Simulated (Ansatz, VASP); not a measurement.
Two plane-wave programs on Na3SF

```
CELL_PARAMETERS angstrom
-4.42509 0.04010 -0.00173
-0.00173 0.02067 -4.48720
0.08021 -9.02823 0.04134
ATOMIC_POSITIONS crystal
Na 0.49546 0.99910 0.99426
Na 0.49093 0.00674 0.49165
Na 0.00955 0.98884 0.75185
Na 0.00539 0.00645 0.25302
Na 0.00953 0.48061 0.00041
Na 0.99852 0.48009 0.49539
S 0.50882 0.50488 0.75274
S 0.49090 0.49635 0.26265
F 0.99167 0.01357 0.00222
F 0.99924 0.02338 0.49579
```

Change from the starting cell: cell x2, atoms moved at random (sigma 0.05 Å) and cell strained at random (1.5 %), then relaxed without symmetry.

Alike in both runs: task relaxation of cell and atoms; functional PBE; k mesh 4 × 4 × 2; occupations gaussian, width 0.1 eV; no spin polarisation.

|  | VASP | Ansatz |
| --- | --- | --- |
| version | VASP 6.6.1 | Ansatz 0.2.0 |
| potentials or method | VASP PAW PBE potentials, release 64 (Na_pv, S, F), cutoff 600 eV | scalar-relativistic, plane waves, PAW |
| valence electrons in the cell | 68 | 80 |

|  | VASP | Ansatz | Ansatz less VASP |
| --- | --- | --- | --- |
| gap on the k mesh at the Fermi level, each at its own relaxed structure (eV) | 2.35 | 2.34 | -0.011 |
| relaxed volume (Å³/atom) | 17.64 | 17.68 | +0.044 |
| relaxed cell length with the largest relative difference (Å) | 4.449 | 4.455 | +0.0056 |

VASP's potentials hold 68 valence electrons a cell and Ansatz's 80, so a difference there can come from the potentials and not from the codes.
